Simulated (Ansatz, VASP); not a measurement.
## O in VASP and in Ansatz

INCAR

```
SYSTEM = O
  PREC = Accurate
  ENCUT = 520
  EDIFF = 1E-6
  ISMEAR = -1
  SIGMA = 0.05
  LREAL = .False.
  LASPH = .True.
  NELM = 150
  ALGO = Normal
  ISIF = 2
  LWAVE = .False.
  LCHARG = .False.
  ISPIN = 2
  MAGMOM = 1 1 1 1
  LORBIT = 11
  GGA = PE
  NBANDS = 24
```

Contents of KPOINTS:

```
Automatic mesh
0
Gamma
  6 8 5
  0 0 0
```

Contents of POSCAR:

```
O
1.0
   -2.3944914034      0.0000000000      3.6470501824
    0.0000000000     -3.3248318800      0.0000000000
    3.3083143032      0.0000000000      3.6470501824
O
4
Direct
    0.1301201900      0.0000000000      0.0254538300
    0.6301201900      0.5000000000      0.5254538300
    0.8698798100      0.0000000000      0.9745461700
    0.3698798100      0.5000000000      0.4745461700
```

Input for Ansatz:

```yaml
crystal:
  lattice:
    - [-2.3944914034, 0.0, 3.6470501824]
    - [0.0, -3.32483188, 0.0]
    - [3.3083143032, 0.0, 3.6470501824]
  atoms:
    - { symbol: O, position: [0.13012019, 0.0, 0.02545383], spin: 1.0 }
    - { symbol: O, position: [0.63012019, 0.5, 0.52545383], spin: 1.0 }
    - { symbol: O, position: [0.86987981, 0.0, 0.97454617], spin: 1.0 }
    - { symbol: O, position: [0.36987981, 0.5, 0.47454617], spin: 1.0 }
magnetization:
  spin_polarized: true
kpoints:
  mp_grid: { grid: [6, 8, 5] }
scf:
  occupations: { method: fermi_dirac, width: 0.05 }
  lower_state_search: "off"
hamiltonian:
  xc: pbe
  pseudopotentials: { kind: paw }
output:
  forces: true
  stress: true
  eigenvalues: true
  populations: true
```

Alike in both runs: task single point; functional PBE; k mesh 6 × 8 × 5; occupations fermi-dirac, width 0.05 eV; collinear spin.

|  | VASP | Ansatz |
| --- | --- | --- |
| version | VASP 6.6.1 | Ansatz 0.2.0 |
| potentials or method | VASP PAW PBE potentials, release 64 (O) | PAW with Ansatz's default frozen-core files, scalar-relativistic |
| plane-wave cutoff (eV) | 520 | 420 |
| valence electrons in the cell | 24 | 24 |

|  | VASP | Ansatz | Ansatz less VASP |
| --- | --- | --- | --- |
| pressure (GPa) | 2.5 | 0.7 | -1.77 |
| traceless stress, the component that is largest in VASP (GPa) | 1.99 | -1.27 | -3.264 |
| rms of the force components (eV/Å) | 0.431 | 0.203 | -0.2278 |
| net moment per atom (μB) | 1.00 | 1.00 | 0.000 |
| size of the moment on the site where the two differ most (μB) | 0.81 | 0.56 | -0.249 |

Site moments also hang on the region over which each program counts them. Atom by atom the forces differ by 0.635 eV/Å (rms over components).

Noted on VASP's run: the standard files for N, O and F lose accuracy on very short bonds.
